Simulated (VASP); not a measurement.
Wanted: the native input for a VASP 6.6.1 run.

```
Task                   : single point
Functional             : PBE
Potentials or basis    : VASP PAW PBE potentials, release 64 (Si, C)
Cutoff                 : 520 eV
k mesh                 : 6 × 6 × 4
Occupations            : gaussian, width 0.01 eV
Spin                   : no spin polarisation
Dipole correction      : no
Further INCAR settings : ALGO = Normal; EDIFF = 1e-06; NBANDS = 16
```

The structure of SiC lies in POSCAR:

```
SiC
1.0
    3.0753562392      0.0000000000      0.0000000000
   -1.5376781196      2.6633366288      0.0000000000
    0.0000000000      0.0000000000      4.8461837674
Si C
2 2
Direct
    0.3333333333      0.6666666667     -0.0030115666
    0.6666666667      0.3333333333      0.4969884334
    0.3333333333      0.6666666667      0.3780115666
    0.6666666667      0.3333333333      0.8780115666
```

This cell differs from its parent crystal: uniaxial z strain -4.0%.

The input as run:

INCAR

```
SYSTEM = SiC
  ALGO = Normal
  EDIFF = 1E-6
  ENCUT = 520
  GGA = PE
  ISIF = 2
  ISMEAR = 0
  LASPH = .TRUE.
  LCHARG = .FALSE.
  LREAL = .FALSE.
  LWAVE = .FALSE.
  NBANDS = 16
  NELM = 100
  PREC = Accurate
  SIGMA = 0.01
```

KPOINTS

```
k-points
0
G
  6 6 4
  0 0 0
```

Potentials or basis: VASP PAW PBE potentials, release 64 (Si, C).

Launch:

```bash
$ cat potpaw_PBE.64/Si/POTCAR potpaw_PBE.64/C/POTCAR > POTCAR
$ mpirun -np 1 vasp_std > vasp.out
```

Results of the run:

```json
{
  "Pressure": "13.4 GPa",
  "Largest force": "0.052 eV/Å",
  "Band gap on the k mesh": "2.23 eV, indirect (least direct gap 3.71 eV)"
}
```

Caveat: the cell differs from its parent crystal (uniaxial z strain -4.0%).

Run time: 4.6 s on 1 thread of Intel(R) Xeon(R) 6975P-C (Granite Rapids) (shared host), peak memory 0.15 GiB.
